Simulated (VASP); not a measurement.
A run of VASP 6.6.1:

Contents of INCAR:

```
SYSTEM = Zr5Ti3
ALGO = Normal
EDIFF = 1E-6
ENCUT = 520
GGA = PE
ISIF = 2
ISMEAR = -1
ISYM = 0
LASPH = .TRUE.
LCHARG = .FALSE.
LREAL = Auto
LWAVE = .FALSE.
NBANDS = 162
NELM = 100
PREC = Accurate
SIGMA = 0.1853
```

The input KPOINTS:

```
Automatic mesh
0
Gamma
  1 1 1
  0.25 0.25 0.25
```

Contents of POSCAR:

```
Zr5Ti3
1.0
    8.0883500000     -0.0717440000      0.2860350000
   -0.0717440000      7.8939330000     -0.0068350000
    0.2860350000     -0.0068350000      8.1197920000
Zr Ti
15 9
Direct
    0.7345236853      0.0139634616      0.4176976403
    0.0176058136      0.4878361924      0.7943095687
    0.8326704075      0.8566881623      0.7808119449
    0.2621980893      0.1209359802      0.7494345627
    0.1164004995      0.0524884210      0.2482869194
    0.5599355836      0.7516973980      0.5111745076
    0.4686162833      0.0740875018      0.1156355642
    0.9138893746      0.5095685623      0.2377483997
    1.0020073561      0.1261980208      0.5399715152
    0.0926864624      0.7972082741      0.0365772111
    0.6340538561      0.4340870389     -0.0174921488
    0.2669668136      0.4692169766      0.0841417176
    0.4204295398      0.4572751814      0.7643522042
    0.7532944445      0.3739598345      0.6267039155
    0.3461106203      0.2006486230      0.4351757634
    0.4008230355      0.8167775269      0.8647294484
    0.1915434915      0.8112660869      0.6627709012
    0.9528474386      0.7203520379      0.4515928350
    0.8795759606      0.1408232048      0.0397433846
    0.2564462181      0.5248160164      0.4744686223
    0.3531625580      0.7682745710      0.3038324509
    0.6383158318      0.7451316542      0.0899815298
    0.6018869916      0.4634859213      0.3309479086
    0.6490877526      0.1183783506      0.8230601598
```

Potentials or basis: VASP PAW PBE potentials, release 64 (Zr_sv, Ti_sv).

Launch:

```sh
$ cat potpaw_PBE.64/Zr_sv/POTCAR potpaw_PBE.64/Ti_sv/POTCAR > POTCAR
$ mpirun -np 1 vasp_std > vasp.out
```

Hardware: 1 thread of Intel(R) Xeon(R) 6975P-C (Granite Rapids), on a shared host.

Q: Estimate the wall time of this run.

A: Run time: 4.5 min on 1 thread of Intel(R) Xeon(R) 6975P-C (Granite Rapids), on a shared host, peak memory 0.54 GiB. Counts: scf iterations 45, k points 1.
